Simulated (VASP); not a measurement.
Input of a VASP 6.6.1 run:

The input INCAR:

```
ALGO = Normal
EDIFF = 1E-8
ENCUT = 520
GGA = PE
ISIF = 2
ISMEAR = -1
LASPH = T
LCHARG = F
LEFG = T
LREAL = F
LWAVE = F
NBANDS = 28
NELM = 100
PREC = Accurate
SIGMA = 0.05
```

The input KPOINTS:

```
k-points
0
Gamma
  7 7 7
```

File POSCAR:

```
SrTiO3
1.0
    3.9050000000      0.0585750000      0.0585750000
    0.0585750000      3.9050000000      0.0585750000
    0.0585750000      0.0585750000      3.9050000000
Sr Ti O
1 1 3
Direct
    0.0000000000      0.0000000000      0.0000000000
    0.5000000000      0.5000000000      0.5000000000
    0.0000000000      0.5000000000      0.5000000000
    0.5000000000      0.0000000000      0.5000000000
    0.5000000000      0.5000000000      0.0000000000
```

Potentials or basis: VASP PAW PBE potentials, release 64 (Sr_sv, Ti_sv, O).

Launch:

```bash
$ cat potpaw_PBE.64/Sr_sv/POTCAR potpaw_PBE.64/Ti_sv/POTCAR potpaw_PBE.64/O/POTCAR > POTCAR
$ mpirun -np 1 vasp_std > vasp.out
```

Question: What does it give for the pressure?

Answer: 5.2 GPa.

Question: Predict the band gap on the k mesh.

Answer: 1.83 eV (least direct gap 2.05 eV).

Stress tensor (GPa, compression positive):
```
 5.20 -3.39 -3.39
-3.39  5.20 -3.39
-3.39 -3.39  5.20
```

Caveat: the cell differs from its parent crystal (equal xy, yz and zx shear strains of +3 %); the cell stands under pressure; without QUAD_EFG the Cq values of the log hold for a quadrupole moment of 1 mb, not for the nuclei; an odd mesh through Γ misses points on the zone boundary, where band edges can lie.
